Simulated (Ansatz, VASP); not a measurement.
# Two plane-wave programs on Ga3Sb2As

```
Ga Sb As
1.0
     4.27536    0.00000    0.00000
    -2.13768    3.70257    0.00000
     0.00000    0.00000   21.13521
Ga Sb As
6 4 2
Cartesian
  0.0000 2.4684 7.1735
  0.0000 2.4684 14.0958
  0.0000 2.4684 21.0066
  2.1377 1.2342 3.5281
  2.1377 1.2342 10.4390
  2.1377 1.2342 17.7411
  0.0000 2.4684 2.5751
  0.0000 2.4684 16.7815
  2.1377 1.2342 6.2139
  2.1377 1.2342 13.1427
  0.0000 2.4684 9.6777
  2.1377 1.2342 20.2453
```

Alike in both runs: functional PBE; k mesh 12 × 12 × 2; occupations gaussian, width 0.1 eV; no spin polarisation.

Ansatz relaxed the structure, and its values are those at the end. VASP's run is a single point on that final structure, the one shown.

```csv
,VASP,Ansatz
version,VASP 6.6.1,Ansatz 0.2.0
potentials or method,"VASP PAW PBE potentials, release 64 (Ga_d, Sb, As), cutoff 520 eV","scalar-relativistic, plane waves, PAW"
valence electrons in the cell,108,168
```

VASP gave:

- gap on the k mesh at the Fermi level (eV): none
- pressure (GPa): 0.1

**Question.** Estimate Ansatz's values.

**Answer.** gap on the k mesh at the Fermi level (eV): none; pressure (GPa): 0.0.

A gap of «none» marks a metal or a gap that the smearing closes. The functional is the same, so the differences come from potentials, cutoffs and numerics. VASP's potentials hold 108 valence electrons a cell and Ansatz's 168, so a difference there can come from the potentials and not from the codes.

Neither program's run includes spin-orbit coupling.
